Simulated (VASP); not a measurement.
Crystal: Ba2ZnP2.

```
CELL_PARAMETERS angstrom
-2.31656 3.00795 4.62060
2.31656 -3.00795 4.62060
2.31656 3.00795 -4.62060
ATOMIC_POSITIONS crystal
Ba 0.29412 0.79412 0.50000
Ba 0.70588 0.20588 0.50000
Zn 0.00000 0.00000 0.00000
P 0.71522 0.50000 0.21522
P 0.28478 0.50000 0.78478
```

```yaml
Program: VASP 6.6.1
Task: relaxation of cell and atoms
Functional: PBE
Potentials_or_basis: VASP PAW PBE potentials, release 64 (Ba_sv, Zn, P)
Cutoff: 600 eV
k_mesh: 4 × 4 × 4
Occupations: gaussian, width 0.2 eV
Spin: no spin polarisation
```

At the start: pressure 2.9 GPa; volume 25.76 Å³/atom.

Q: How do energy, volume and symmetry change on relaxing?

A: Over 18 steps the energy falls by 93.3 meV/atom and the volume is 29.55 Å³/atom (+14.7 %); space group Immm (No. 71, to 0.05 Å).

Step by step:
| step | energy change (eV) | largest force (eV/Å) | pressure (GPa) | volume (Å³) |
| --- | --- | --- | --- | --- |
| 1 | 0.0000 | 0.5075 | 2.87 | 128.79 |
| 2 | -0.1119 | 0.4565 | -0.24 | 137.56 |
| 3 | -0.1125 | 0.4556 | -0.43 | 138.27 |
| 4 | -0.1352 | 0.3904 | -0.18 | 137.83 |
| 5 | -0.1695 | 0.2185 | 0.91 | 136.49 |
| 6 | -0.1850 | 0.1976 | 0.92 | 137.25 |
| 7 | -0.2175 | 0.2419 | 0.97 | 139.51 |
| 8 | -0.2520 | 0.2071 | 0.47 | 141.95 |
| 9 | -0.3073 | 0.1942 | -0.84 | 149.32 |
| 10 | -0.3542 | 0.1775 | -0.82 | 149.55 |
| 11 | -0.4091 | 0.2455 | -0.82 | 149.74 |
| 12 | -0.3474 | 0.6403 | -0.79 | 149.19 |
| 13 | -0.4156 | 0.2856 | -0.82 | 149.73 |
| 14 | -0.4372 | 0.2719 | 0.02 | 146.68 |
| 15 | -0.4394 | 0.2637 | 0.43 | 145.34 |
| 16 | -0.4516 | 0.1844 | 0.36 | 145.64 |
| 17 | -0.4652 | 0.0811 | 0.21 | 146.42 |
| 18 | -0.4664 | 0.0098 | -0.06 | 147.74 |

Final structure:
```
Ba Zn P
1.0
    -2.52407    3.36493    4.34874
     2.52407   -3.36493    4.34874
     2.52407    3.36493   -4.34874
Ba Zn P
2 1 2
Direct
  0.28089 0.78089 0.50000
  0.71911 0.21911 0.50000
  0.00000 0.00000 0.00000
  0.66639 0.50000 0.16639
  0.33361 0.50000 0.83361
```

Caveat: the k points lie up to 0.39 Å⁻¹ apart in the final cell; the relaxation stopped at a loose force limit of 0.08 eV/Å, so its end isn't a converged minimum.
